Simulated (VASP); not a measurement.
# GaP (F-43m) in VASP: a series of runs, part 2 of 2

VASP 6.6.1. Earlier steps stand in the parts before.

## 3. Vibrations by perturbation theory, LDA

This run uses another cell than the first one, of 15.87 Å³/atom, 0.801 times its volume.

The input, INCAR:

```
SYSTEM = GaP
PREC = Accurate
ENCUT = 520
EDIFF = 1E-8
ISMEAR = 0
SIGMA = 0.01
LREAL = .FALSE.
LASPH = .TRUE.
NELM = 80
ALGO = Normal
ISIF = 2
LWAVE = .FALSE.
LCHARG = .FALSE.
IBRION = 8
NSW = 1
LEPSILON = .TRUE.
```

The input, KPOINTS:

```
Automatic mesh
0
G
  10 10 10
  0 0 0
```

The input, POSCAR:

```
GaP
1.0
    0.0000000000      2.5129852108      2.5129852108
    2.5129852108      0.0000000000      2.5129852108
    2.5129852108      2.5129852108      0.0000000000
Ga P
1 1
Direct
    0.0000000000      0.0000000000      0.0000000000
    0.7500000000      0.7500000000      0.7500000000
```

Potentials or basis: VASP PAW LDA potentials, release 64 (Ga_d, P).

On the command line:

```bash
$ cat potpaw_LDA.64/Ga_d/POTCAR potpaw_LDA.64/P/POTCAR > POTCAR
$ mpirun -np 1 vasp_std > vasp.out
```

OUTCAR:

```text
SYSTEM = GaP
   PREC = Accurate
   ENCUT = 520
   EDIFF = 1E-8
   ISMEAR = 0
   LREAL = .FALSE.
   LASPH = .TRUE.
   NELM = 80
   ISIF = 2
   IBRION = 8
   NSW = 1
   LEPSILON = .TRUE.

 ion  position               nearest neighbor table
   1  0.000  0.000  0.000-   2 2.18   2 2.18   2 2.18   2 2.18
   2  0.750  0.750  0.750-   1 2.18   1 2.18   1 2.18   1 2.18

  LATTYP: Found a face centered cubic cell.
 ALAT       =     5.0259704216

  Lattice vectors:

 A1 = (   0.0000000000,   2.5129852108,   2.5129852108)
 A2 = (   2.5129852108,   0.0000000000,   2.5129852108)
 A3 = (   2.5129852108,   2.5129852108,   0.0000000000)

Analysis of symmetry for initial positions (statically):
=====================================================================
 Subroutine PRICEL returns:
 Original cell was already a primitive cell.

 Routine SETGRP: Setting up the symmetry group for a
 face centered cubic supercell.

 Subroutine GETGRP returns: Found 24 space group operations
 (whereof 24 operations were pure point group operations)
 out of a pool of 48 trial point group operations.

The static configuration has the point symmetry T_d .

Analysis of symmetry for dynamics (positions and initial velocities):
=====================================================================
 Subroutine PRICEL returns:
 Original cell was already a primitive cell.

 Routine SETGRP: Setting up the symmetry group for a
 face centered cubic supercell.

 Subroutine GETGRP returns: Found 24 space group operations
 (whereof 24 operations were pure point group operations)
 out of a pool of 48 trial point group operations.

The dynamic configuration has the point symmetry T_d .

 Subroutine INISYM returns: Found 24 space group operations
 (whereof 24 operations are pure point group operations),
 and found     1 'primitive' translations

----------------------------------------------------------------------------------------

                                     Primitive cell

  volume of cell :      31.7395

  direct lattice vectors                    reciprocal lattice vectors
     0.000000000  2.512985211  2.512985211    -0.198966551  0.198966551  0.198966551
     2.512985211  0.000000000  2.512985211     0.198966551 -0.198966551  0.198966551
     2.512985211  2.512985211  0.000000000     0.198966551  0.198966551 -0.198966551

  length of vectors
     3.553897767  3.553897767  3.553897767     0.344620175  0.344620175  0.344620175

  position of ions in fractional coordinates (direct lattice)
     0.000000000  0.000000000  0.000000000
     0.750000000  0.750000000  0.750000000

  ion indices of the primitive-cell ions
[... 572 lines left out ...]
    -0.00042  0.67538  0.00000
     0.67538 -0.00042  0.00000
     0.00000  0.00000 -0.00039

--------------------------------------- Ionic step        4  -------------------------------------------

------------------------ aborting loop because EDIFF is reached ----------------------------------------

[... ionic steps 5 to 6 ...]

--------------------------------------- Ionic step        7  -------------------------------------------

 Free energy of the ion-electron system (eV)
  ---------------------------------------------------
  ---------------------------------------------------
  free energy    TOTEN  =        -0.04821505 eV

  energy without entropy =       -0.04821505

------------------------ aborting loop because EDIFF is reached ----------------------------------------

 INTERNAL STRAIN TENSOR  FOR ION    2  DIRECTION 1   (eV/Angst):
 -----------------------------------------------------------------------------
    -0.01360  0.00000  0.00000
     0.00000  0.00684 18.98922
     0.00000 18.98922  0.00684

 MACROSCOPIC STATIC DIELECTRIC TENSOR (including local field effects in DFT)
 ------------------------------------------------------
          10.107713    -0.000000     0.000000
           0.000000    10.107713     0.000000
          -0.000000     0.000000    10.107713
 ------------------------------------------------------

 PIEZOELECTRIC TENSOR (including local field effects)  for field in x, y, z        (e  Angst)
          XX          YY          ZZ          XY          YZ          ZX
  --------------------------------------------------------------------------------
  x     0.00000     0.00000    -0.00000     0.00000     1.34475     0.00000
  y    -0.00000     0.00000     0.00000     0.00000     0.00000     1.34475
  z     0.00000     0.00000     0.00000     1.34475     0.00000     0.00000

 PIEZOELECTRIC TENSOR (including local field effects)  for field in x, y, z        (C/m^2)
          XX          YY          ZZ          XY          YZ          ZX
  --------------------------------------------------------------------------------
  x     0.00000     0.00000    -0.00000     0.00000     0.67881     0.00000
  y    -0.00000     0.00000     0.00000     0.00000     0.00000     0.67881
  z     0.00000     0.00000     0.00000     0.67881     0.00000     0.00000

 BORN EFFECTIVE CHARGES (including local field effects) (in |e|, cummulative output)
 ---------------------------------------------------------------------------------
 ion    1
    1     1.73367    -0.00000    -0.00000
    2     0.00000     1.73367    -0.00000
    3     0.00000    -0.00000     1.73367
 ion    2
    1    -1.73367     0.00000     0.00000
    2    -0.00000    -1.73367     0.00000
    3    -0.00000     0.00000    -1.73367

 INTERNAL STRAIN TENSOR FOR ION    2 for displacements in x,y,z  (eV/Angst):
          X           Y           Z          XY          YZ          ZX
  --------------------------------------------------------------------------------
  x    -0.00000     0.00000     0.00000     0.00000    18.98922     0.00000
  y     0.00000    -0.00000     0.00000     0.00000     0.00000    18.98922
  z     0.00000     0.00000    -0.00000    18.98922     0.00000     0.00000

 SECOND DERIVATIVES (NOT SYMMETRIZED)
 ------------------------------------
               1X          1Y          1Z          2X          2Y          2Z
  1X   -17.291018    0.000000    0.000000   17.291018    0.000000    0.000000
  1Y     0.000000  -17.291018    0.000000    0.000000   17.291018    0.000000
  1Z     0.000000    0.000000  -17.291018    0.000000    0.000000   17.291018
  2X    17.306839    0.000000    0.000000  -17.306839    0.000000    0.000000
  2Y     0.000000   17.306839    0.000000    0.000000  -17.306839    0.000000
  2Z     0.000000    0.000000   17.306839    0.000000    0.000000  -17.306839

 Eigenvectors and eigenvalues of the dynamical matrix
 ----------------------------------------------------

   1 f  =   14.041714 THz    88.226693 2PiTHz  468.381171 cm-1    58.071838 meV
             X         Y         Z           dx          dy          dz
      0.000000  0.000000  0.000000    -0.554438    0.000000    0.000000
      3.769478  3.769478  3.769478     0.832225    0.000000    0.000000
[... 21 lines left out ...]
   6 f/i=    0.002963 THz     0.018616 2PiTHz    0.098832 cm-1     0.012254 meV
             X         Y         Z           dx          dy          dz
      0.000000  0.000000  0.000000    -0.832225    0.000000    0.000000
      3.769478  3.769478  3.769478    -0.554438    0.000000    0.000000

--------------------------------------------------------------------------------------------------------

 MACROSCOPIC STATIC DIELECTRIC TENSOR IONIC CONTRIBUTION
 ------------------------------------------------------
           0.990562     0.000000     0.000000
           0.000000     0.990562    -0.000000
           0.000000    -0.000000     0.990562
 ------------------------------------------------------

 ELASTIC MODULI CONTR FROM IONIC RELAXATION (kBar)
 Direction    XX          YY          ZZ          XY          YZ          ZX
 --------------------------------------------------------------------------------
 XX          -0.0000      0.0000      0.0000      0.0000      0.0000      0.0000
 YY           0.0000     -0.0000      0.0000      0.0000      0.0000      0.0000
 ZZ           0.0000      0.0000     -0.0000      0.0000      0.0000      0.0000
 XY           0.0000      0.0000      0.0000  -1047.2847      0.0000      0.0000
 YZ           0.0000      0.0000      0.0000      0.0000  -1047.2847      0.0000
 ZX           0.0000      0.0000      0.0000      0.0000      0.0000  -1047.2847
 --------------------------------------------------------------------------------

 PIEZOELECTRIC TENSOR IONIC CONTR  for field in x, y, z        (C/m^2)
          XX          YY          ZZ          XY          YZ          ZX
  --------------------------------------------------------------------------------
  x     0.00000    -0.00000    -0.00000     0.00000    -0.95840     0.00000
  y     0.00000     0.00000    -0.00000     0.00000    -0.00000    -0.95840
  z     0.00000    -0.00000     0.00000    -0.95840    -0.00000     0.00000
```

Run time: 11 min. Hardware: 1 thread of Intel Xeon 6975P-C, shared host; peak memory 0.31 GiB.

What came out:

```
Electronic dielectric tensor (diagonal)                 : 10.11
Born charges (mean of the diagonal)                     : Ga +1.73; P -1.73 e
Highest phonon frequency at Γ, LO-TO splitting left out : 468 cm⁻¹
```

Phonon frequencies in cm⁻¹ (negative: imaginary):
```csv
q point,frequencies
"(0.000, 0.000, 0.000)",0 0 0 468 468 468
```

Electronic dielectric tensor:
```
10.11  0.00  0.00
 0.00 10.11  0.00
 0.00  0.00 10.11
```

Born effective charge tensors (e):
atom 1, Ga
```
1.73 0.00 0.00
0.00 1.73 0.00
0.00 0.00 1.73
```
atom 2, P
```
-1.73  0.00  0.00
 0.00 -1.73  0.00
 0.00  0.00 -1.73
```

Caveat: the cell wasn't relaxed at this level first, which shifts response properties.

## 4. Vibrations by perturbation theory, LDA (phonons at volume x 0.98)

The input, INCAR:

```
  PREC = Accurate
  ENCUT = 520
  EDIFF = 1E-8
  ISMEAR = 0
  SIGMA = 0.01
  LREAL = False
  LASPH = True
  NELM = 100
  ALGO = Normal
  ISIF = 2
  LWAVE = False
  LCHARG = False
  IBRION = 8
  NSW = 1
  LEPSILON = True
```

The input, KPOINTS:

```
Automatic mesh
0
Gamma
  8 8 8
```

The input, POSCAR:

```
GaP
1.0
    0.0000000000      2.6775579547      2.6775579547
    2.6775579547      0.0000000000      2.6775579547
    2.6775579547      2.6775579547      0.0000000000
Ga P
1 1
Direct
    0.0000000000      0.0000000000      0.0000000000
    0.7500000000      0.7500000000      0.7500000000
```

Potentials or basis: VASP PAW LDA potentials, release 64 (Ga_d, P).

On the command line:

```bash
$ cat potpaw_LDA.64/Ga_d/POTCAR potpaw_LDA.64/P/POTCAR > POTCAR
$ mpirun -np 1 vasp_std > vasp.out
```

OUTCAR:

```text
PREC = Accurate
   ENCUT = 520
   EDIFF = 1E-8
   ISMEAR = 0
   LREAL = False
   LASPH = True
   NELM = 100
   ISIF = 2
   IBRION = 8
   NSW = 1
   LEPSILON = True

 ion  position               nearest neighbor table
   1  0.000  0.000  0.000-   2 2.32   2 2.32   2 2.32   2 2.32
   2  0.750  0.750  0.750-   1 2.32   1 2.32   1 2.32   1 2.32

  LATTYP: Found a face centered cubic cell.
 ALAT       =     5.3551159094

  Lattice vectors:

 A1 = (   0.0000000000,   2.6775579547,   2.6775579547)
 A2 = (   2.6775579547,   0.0000000000,   2.6775579547)
 A3 = (   2.6775579547,   2.6775579547,   0.0000000000)

Analysis of symmetry for initial positions (statically):
=====================================================================
 Subroutine PRICEL returns:
 Original cell was already a primitive cell.

 Routine SETGRP: Setting up the symmetry group for a
 face centered cubic supercell.

 Subroutine GETGRP returns: Found 24 space group operations
 (whereof 24 operations were pure point group operations)
 out of a pool of 48 trial point group operations.

The static configuration has the point symmetry T_d .

Analysis of symmetry for dynamics (positions and initial velocities):
=====================================================================
 Subroutine PRICEL returns:
 Original cell was already a primitive cell.

 Routine SETGRP: Setting up the symmetry group for a
 face centered cubic supercell.

 Subroutine GETGRP returns: Found 24 space group operations
[... 642 lines left out ...]
          XX          YY          ZZ          XY          YZ          ZX
  --------------------------------------------------------------------------------
  x     0.00000    -0.00000     0.00000     0.00000     0.78007     0.00000
  y     0.00000     0.00000    -0.00000     0.00000     0.00000     0.78007
  z    -0.00000    -0.00000    -0.00000     0.78007     0.00000     0.00000

 BORN EFFECTIVE CHARGES (including local field effects) (in |e|, cummulative output)
 ---------------------------------------------------------------------------------
 ion    1
    1     2.08572     0.00000     0.00000
    2     0.00000     2.08572     0.00000
    3    -0.00000    -0.00000     2.08572
 ion    2
    1    -2.08572    -0.00000    -0.00000
    2     0.00000    -2.08572    -0.00000
    3     0.00000     0.00000    -2.08572

 INTERNAL STRAIN TENSOR FOR ION    2 for displacements in x,y,z  (eV/Angst):
          X           Y           Z          XY          YZ          ZX
  --------------------------------------------------------------------------------
  x    -0.00000     0.00000     0.00000     0.00000     8.61210     0.00000
  y    -0.00000    -0.00000    -0.00000     0.00000     0.00000     8.61210
  z     0.00000     0.00000    -0.00000     8.61210     0.00000     0.00000

 SECOND DERIVATIVES (NOT SYMMETRIZED)
 ------------------------------------
               1X          1Y          1Z          2X          2Y          2Z
  1X   -10.996372    0.000000    0.000000   10.996372    0.000000    0.000000
  1Y     0.000000  -10.996372    0.000000    0.000000   10.996372    0.000000
  1Z     0.000000    0.000000  -10.996372    0.000000    0.000000   10.996372
  2X    11.024538    0.000000    0.000000  -11.024538    0.000000    0.000000
  2Y     0.000000   11.024538    0.000000    0.000000  -11.024538    0.000000
  2Z     0.000000    0.000000   11.024538    0.000000    0.000000  -11.024538

 Eigenvectors and eigenvalues of the dynamical matrix
 ----------------------------------------------------

   1 f  =   11.204226 THz    70.398231 2PiTHz  373.732765 cm-1    46.336936 meV
             X         Y         Z           dx          dy          dz
      0.000000  0.000000  0.000000     0.000000   -0.554122   -0.000000
      4.016337  4.016337  4.016337    -0.000000    0.832435   -0.000000
[... 21 lines left out ...]
   6 f/i=    0.006610 THz     0.041535 2PiTHz    0.220500 cm-1     0.027339 meV
             X         Y         Z           dx          dy          dz
      0.000000  0.000000  0.000000     0.115058   -0.296204   -0.769398
      4.016337  4.016337  4.016337     0.076590   -0.197172   -0.512161

--------------------------------------------------------------------------------------------------------

 MACROSCOPIC STATIC DIELECTRIC TENSOR IONIC CONTRIBUTION
 ------------------------------------------------------
           1.862203     0.000000     0.000000
           0.000000     1.862203    -0.000000
           0.000000    -0.000000     1.862203
 ------------------------------------------------------

 ELASTIC MODULI CONTR FROM IONIC RELAXATION (kBar)
 Direction    XX          YY          ZZ          XY          YZ          ZX
 --------------------------------------------------------------------------------
 XX          -0.0000      0.0000      0.0000     -0.0000      0.0000      0.0000
 YY           0.0000     -0.0000      0.0000     -0.0000     -0.0000      0.0000
 ZZ           0.0000      0.0000     -0.0000      0.0000     -0.0000      0.0000
 XY          -0.0000     -0.0000      0.0000   -278.5431     -0.0000      0.0000
 YZ           0.0000     -0.0000     -0.0000     -0.0000   -278.5431     -0.0000
 ZX           0.0000      0.0000      0.0000      0.0000     -0.0000   -278.5431
 --------------------------------------------------------------------------------

 PIEZOELECTRIC TENSOR IONIC CONTR  for field in x, y, z        (C/m^2)
          XX          YY          ZZ          XY          YZ          ZX
  --------------------------------------------------------------------------------
  x     0.00000    -0.00000    -0.00000    -0.00000    -0.67769    -0.00000
  y     0.00000     0.00000     0.00000     0.00000    -0.00000    -0.67769
  z    -0.00000    -0.00000     0.00000    -0.67769    -0.00000     0.00000
```

stdout:

```text
POSCAR found type information on POSCAR GaP
 POSCAR found :  2 types and       2 ions
 scaLAPACK will be used
 LDA part: xc-table for (Slater(with rela. corr.)+CA(PZ))
 , standard interpolation
 POSCAR, INCAR and KPOINTS ok, starting setup
 FFT: planning ... GRIDC
 FFT: planning ... GRID_SOFT
 FFT: planning ... GRID
[... 24 lines left out ...]
 Linear response to external field, progress :
  Direction:   3
 dielectric tensor                  component  3 :     2.757     2.470    11.251
 Linear response DOF=           2
 Linear response progress:
 first order change of Fermi-energy  -0.16699E-03
 force on displaced ion       1 direction 1 : -10.996  -0.000  -0.000
 Born effective charge ion    1 direction 1 :   2.014   0.000   0.000
 Linear response progress:
 first order change of Fermi-energy   0.12056E-03
 force on displaced ion       2 direction 1 : -11.025   0.000   0.000
 Born effective charge ion    2 direction 1 :  -2.151   0.000   0.000
 Born effective charges drift removed
 Linear response finished
```

Wall time 3 min (1 thread of Intel Xeon 6975P-C (Granite Rapids), shared host); peak memory 0.25 GiB.

What came out:

| Quantity | Value |
| --- | --- |
| Electronic dielectric tensor (diagonal) | 11.25 |
| Born charges (mean of the diagonal) | Ga +2.09; P -2.09 e |
| Highest phonon frequency at Γ, LO-TO splitting left out | 374 cm⁻¹ |

Phonon frequencies in cm⁻¹ (negative: imaginary):
| q point | frequencies |
| --- | --- |
| (0.000, 0.000, 0.000) | 0 0 0 374 374 374 |

Electronic dielectric tensor:
```
11.25  0.00  0.00
 0.00 11.25  0.00
 0.00  0.00 11.25
```

Born effective charge tensors (e):
atom 1, Ga
```
2.09 0.00 0.00
0.00 2.09 0.00
0.00 0.00 2.09
```
atom 2, P
```
-2.09  0.00  0.00
 0.00 -2.09  0.00
 0.00  0.00 -2.09
```

Caveat: the cell differs from its parent crystal (phonons at volume x 0.98); the cell wasn't relaxed at this level first, which shifts response properties.
